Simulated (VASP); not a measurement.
# Si2Mo (I4/mmm) in VASP: settings compared, part 2 of 2

VASP 6.6.1. The steps go on from the part before.

### Step 4. Single point, r2SCAN

This run uses another cell than the first one, of 12.61 Å³/atom.

The input, POSCAR:

```
Si2Mo
1.0
   -1.5673377739      1.5673377739      3.8502632003
    1.5673377739     -1.5673377739      3.8502632003
    1.5673377739      1.5673377739     -3.8502632003
Mo Si
1 2
Direct
    0.0000000000      0.0000000000      0.0000000000
    0.6670000000      0.6670000000      0.0000000000
    0.3330000000      0.3330000000      0.0000000000
```

The input, INCAR.step1:

```
PREC = Accurate
ENCUT = 520
ISMEAR = -1
SIGMA = 0.05
LREAL = F
LASPH = T
NELM = 80
NBANDS = 18
GGA = PE
ALGO = Normal
EDIFF = 1E-4
LWAVE = T
LCHARG = F
```

The input, INCAR.step2:

```
PREC = Accurate
ENCUT = 520
EDIFF = 1E-6
ISMEAR = -1
SIGMA = 0.05
LREAL = F
LASPH = T
NELM = 80
ALGO = Normal
ISIF = 2
LWAVE = F
LCHARG = T
METAGGA = R2SCAN
LMIXTAU = T
LELF = T
LVHAR = T
NBANDS = 18
ISTART = 1
```

The input, KPOINTS:

```
regular mesh
0
Gamma
  12 12 12
```

Potentials or basis: VASP PAW PBE potentials, release 64 (Mo_sv, Si).

Started as:

```console
$ cat potpaw_PBE.64/Mo_sv/POTCAR potpaw_PBE.64/Si/POTCAR > POTCAR
$ cp INCAR.step1 INCAR
$ mpirun -np 1 vasp_std > vasp.out
$ cp INCAR.step2 INCAR
$ mpirun -np 1 vasp_std > vasp.out
```

OUTCAR:

```text
PREC = Accurate
   ENCUT = 520
   EDIFF = 1E-6
   ISMEAR = -1
   LREAL = F
   LASPH = T
   NELM = 80
   ISIF = 2
   METAGGA = R2SCAN
   ISTART = 1

 ion  position               nearest neighbor table
   1  0.000  0.000  0.000-   2 2.56   3 2.56   2 2.56   3 2.56   2 2.56   3 2.56   3 2.56   2 2.56
                             2 2.56   3 2.56
   2  0.667  0.667  0.000-   3 2.56   3 2.56   3 2.56   3 2.56   1 2.56   1 2.56   1 2.56   1 2.56
                             1 2.56   3 2.57
   3  0.333  0.333  0.000-   2 2.56   2 2.56   2 2.56   2 2.56   1 2.56   1 2.56   1 2.56   1 2.56
                             1 2.56   2 2.57

  LATTYP: Found a body centered tetragonal cell.
 ALAT       =     3.1346755478
 C/A-ratio  =     2.4565625001

  Lattice vectors:

 A1 = (  -1.5673377739,   1.5673377739,   3.8502632003)
 A2 = (   1.5673377739,  -1.5673377739,   3.8502632003)
 A3 = (   1.5673377739,   1.5673377739,  -3.8502632003)

Analysis of symmetry for initial positions (statically):
=====================================================================
 Subroutine PRICEL returns:
 Original cell was already a primitive cell.

 Routine SETGRP: Setting up the symmetry group for a
 body centered tetragonal supercell.

 Subroutine GETGRP returns: Found 16 space group operations
 (whereof 16 operations were pure point group operations)
 out of a pool of 16 trial point group operations.

The static configuration has the point symmetry D_4h.

Analysis of symmetry for dynamics (positions and initial velocities):
=====================================================================
 Subroutine PRICEL returns:
 Original cell was already a primitive cell.

 Routine SETGRP: Setting up the symmetry group for a
 body centered tetragonal supercell.

 Subroutine GETGRP returns: Found 16 space group operations
 (whereof 16 operations were pure point group operations)
 out of a pool of 16 trial point group operations.

[... 120 lines left out ...]
   IMIX   =      4    mixing-type and parameters
     AMIX     =   0.40;   BMIX     =  1.00
     AMIX_MAG =   1.60;   BMIX_MAG =  1.00
  volume/ion in A,a.u.               =      12.61        85.10
  Fermi-wavevector in a.u.,A,eV,Ry     =   1.366440  2.582197 25.404225  1.867158
  Thomas-Fermi vector in A             =   2.492580
   LORBIT       =      0    0 simple, 1 ext, 2 COOP (PROOUT), +10 PAW based schemes
   METAGGA = R2SCAN    functional components
   LHFCALC =     F    Hartree Fock is set to
   AEXX    =    0.0000 exact exchange contribution
   IVDW    =     0    specifies the selected vdW correction
   LEPSILON=     F    determine dielectric tensor
   LRPA    =     F    only Hartree local field effects (RPA)
 non-spin polarized calculation
  energy-cutoff  :      520.00
  volume of cell :       37.83
 maximum number of plane-waves:      1034
 NGX is ok and might be reduce to    36
   NGX = 17   NGY = 17   NGZ = 17

 number of electron      22.0000000 magnetization

 Free energy of the ion-electron system (eV)
  ---------------------------------------------------
  ext. energy  EPLUGINS =         0.00000000
  ---------------------------------------------------
  free energy    TOTEN  =       -44.91312141 eV

  energy without entropy =      -44.91093038  energy(sigma->0) =      -44.91202589

 E-fermi :  13.2162     XC(G=0): -13.7154

 val. band max:       13.1535908211   @ k =  -0.4167   0.5000   0.3333
 cond. band min:      13.2347458381   @ k =   0.0833   0.0000  -0.0000
 fundamental gap:      0.0811550171
 Fermi energy:        13.2162083620

 k-point     1 :       0.0000    0.0000    0.0000
  band No.  band energies     occupation
      1     -49.3464      2.00000
      2     -22.8511      2.00000
      3     -22.6948      2.00000
      4     -22.6948      2.00000
      5      -1.5122      2.00000
      6       6.0843      2.00000
[... 481 lines left out ...]
      5       1.7603      2.00000
      6       4.4569      2.00000
[... 10 lines left out ...]
     17      21.3438      0.00000
     18      22.3807      0.00000

 [... further k-points ...]

------------------------ aborting loop because EDIFF is reached ----------------------------------------

  FORCE on cell =-STRESS in cart. coord.  units (eV):
  Direction    XX          YY          ZZ          XY          YZ          ZX
  --------------------------------------------------------------------------------------
  -------------------------------------------------------------------------------------
  Total        3.4583397      3.4583397      3.3478209      0.0000000      0.0000000      0.0000000
  in kB      146.4544656    146.4544656    141.7741958      0.0000000      0.0000000      0.0000000
  external PRESSURE =     144.8943757 kB  Pullay stress =       0.0000000 kB

 VOLUME and BASIS-vectors are now :
 -----------------------------------------------------------------------------
  energy-cutoff  :      520.00
  volume of cell :       37.83
      direct lattice vectors                 reciprocal lattice vectors
    -1.567337774  1.567337774  3.850263200     0.000000000  0.319012282  0.129861252
     1.567337774 -1.567337774  3.850263200     0.319012282  0.000000000  0.129861252
     1.567337774  1.567337774 -3.850263200     0.319012282  0.319012282  0.000000000

 POSITION                                       TOTAL-FORCE (eV/Angst)
 -----------------------------------------------------------------------------------
      0.00000      0.00000      0.00000        -0.000000     -0.000000      0.000000
      0.00000      0.00000      5.13625        -0.000000     -0.000000     -0.230757
      0.00000      0.00000      2.56428         0.000000      0.000000      0.230757
 -----------------------------------------------------------------------------------
    total drift:                                0.000000      0.000000     -0.000000

  FREE ENERGIE OF THE ION-ELECTRON SYSTEM (eV)
  ---------------------------------------------------
  free  energy   TOTEN  =       -44.9131214085 eV

  energy  without entropy=      -44.9109303777  energy(sigma->0) =      -44.91202589
```

OSZICAR.step1:

```text
N       E                     dE             d eps       ncg     rms          rms(c)
DAV:   1     0.121424745352E+03    0.12142E+03   -0.11376E+04  5876   0.117E+03
DAV:   2    -0.209108181362E+02   -0.14234E+03   -0.13941E+03  7036   0.302E+02
DAV:   3    -0.239490968044E+02   -0.30383E+01   -0.30092E+01  7218   0.392E+01
DAV:   4    -0.239656836845E+02   -0.16587E-01   -0.16575E-01  6874   0.317E+00
DAV:   5    -0.239657912317E+02   -0.10755E-03   -0.10754E-03  6884   0.266E-01    0.246E+01
DAV:   6    -0.232380715701E+02    0.72772E+00   -0.49605E+00  6222   0.151E+01    0.589E+00
DAV:   7    -0.231390228488E+02    0.99049E-01   -0.67288E-01  6152   0.505E+00    0.514E+00
DAV:   8    -0.231068487505E+02    0.32174E-01   -0.87686E-02  6342   0.227E+00    0.442E-01
DAV:   9    -0.231062543772E+02    0.59437E-03   -0.15693E-03  6934   0.336E-01    0.237E-01
DAV:  10    -0.231062050253E+02    0.49352E-04   -0.40256E-04  6382   0.170E-01
   1 F= -.23106205E+02 E0= -.23105160E+02  d E =-.209021E-02
```

It took 8.2 min on 1 thread of Intel Xeon 6975P-C (Granite Rapids), shared host; peak memory 0.28 GiB.

What came out:

| Property | Result |
| --- | --- |
| Free energy | -44.9131 eV |
| Pressure | 14.5 GPa |
| Largest force | 0.231 eV/Å |
| Band gap on the k mesh | zero (bands 11 and 12 overlap by 1.15 eV) |

Forces on the atoms (eV/Å):
```
Mo   0.000  0.000  0.000
Si   0.000  0.000 -0.231
Si   0.000  0.000  0.231
```

Stress tensor (GPa, compression positive):
```
14.65  0.00  0.00
 0.00 14.65  0.00
 0.00  0.00 14.18
```

Levels at points of the mesh, in eV from the Fermi level:
```tsv
k point	band 9	band 10	band 11	band 12	band 13	band 14
(0.00, 0.00, 0.00)	-3.02	-3.02	0.44	3.03	3.82	4.02
(0.50, 0.00, 0.00)	-2.95	-2.88	-0.65	2.75	3.31	4.63
(0.50, 0.50, 0.00)	-5.02	-3.54	-1.29	2.84	3.28	3.51
(0.50, 0.50, 0.50)	-0.68	-0.68	-0.59	-0.59	0.60	5.23
```

Caveat: the cell stands under pressure; the PAW data sets were made with another functional, which shifts forces and pressure a little.

### Step 5. The runs side by side

| task | level | cell | k mesh | gap on the mesh (eV) | pressure (GPa) | largest force (eV/Å) |
| --- | --- | --- | --- | --- | --- | --- |
| single point | PBE | a = 4.624 Å, angles 138.7, 138.7, 59.9°, 3 atoms | 12 × 12 × 12 | none | -8.8 | 0.36 |
| relaxation of the atoms | PBEsol | atoms relaxed from a = 4.467 Å, angles 138.0, 138.0, 60.9°, 3 atoms | 10 × 10 × 10 | none | 2.9 | 0.01 |
| single point | r2SCAN | a = 4.443 Å, angles 138.7, 138.7, 59.9°, 3 atoms | 12 × 12 × 12 | none | 14.5 | 0.23 |

Alike in all rows: potentials or basis VASP PAW PBE potentials, release 64 (Mo_sv, Si); no spin polarisation; cutoff (eV) 520; smearing fermi-dirac 0.05 eV.

Caveats: the PAW data sets were made with another functional, which shifts forces and pressure a little (at least some runs); the cell stands under tension (at least some runs); the cell stands under pressure (at least some runs).

Absolute energies hang on the potentials; compare differences alone.
